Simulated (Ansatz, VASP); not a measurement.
# In: VASP beside Ansatz

The input INCAR:

```
SYSTEM = In
PREC = Accurate ; ENCUT = 520
EDIFF = 1E-7 ; ISMEAR = 0
SIGMA = 0.15 ; LREAL = .FALSE.
LASPH = .TRUE. ; NELM = 80
ALGO = Fast ; ISIF = 2
LWAVE = .FALSE. ; LCHARG = .TRUE.
LELF = .TRUE. ; LVHAR = .TRUE.
NBANDS = 12
```

KPOINTS

```
regular mesh
0
G
  22 22 22
  0 0 0
```

POSCAR

```
In
1.0
   -1.5302657384      1.5302657384      2.7936913004
    1.5302657384     -1.5302657384      2.7936913004
    1.5302657384      1.5302657384     -2.7936913004
In
1
Direct
    0.0000000000      0.0000000000      0.0000000000
```

Input for Ansatz:

```yaml
crystal:
  lattice:
    - [-1.5302657384, 1.5302657384, 2.7936913004]
    - [1.5302657384, -1.5302657384, 2.7936913004]
    - [1.5302657384, 1.5302657384, -2.7936913004]
  atoms:
    - { symbol: In, position: [0.0, 0.0, 0.0] }
basis:
  ecutwfc: 420
kpoints:
  mp_grid: { grid: [22, 22, 22] }
hamiltonian:
  xc: lda
scf:
  occupations: { method: gaussian, width: 0.15 }
output:
  forces: true
  stress: true
  eigenvalues: true
```

Alike in both runs: task single point; functional LDA; k mesh 22 × 22 × 22; occupations gaussian, width 0.15 eV; no spin polarisation.

|  | VASP | Ansatz |
| --- | --- | --- |
| version | VASP 6.6.1 | Ansatz 0.2.0 |
| potentials or method | VASP PAW LDA potentials, release 64 (In_d), cutoff 520 eV | scalar-relativistic, plane waves, PAW |
| valence electrons in the cell | 13 | 13 |

|  | VASP | Ansatz | Ansatz less VASP |
| --- | --- | --- | --- |
| gap on the k mesh at the Fermi level (eV) | none | none | - |
| pressure (GPa) | -2.1 | -2.1 | +0.01 |
| traceless stress, the component that is largest in VASP (GPa) | -1.59 | -1.57 | +0.018 |

LDA's correlation is that of Perdew and Zunger in VASP and of Perdew and Wang (1992) in Ansatz. A gap of «none» marks a metal or a gap that the smearing closes.
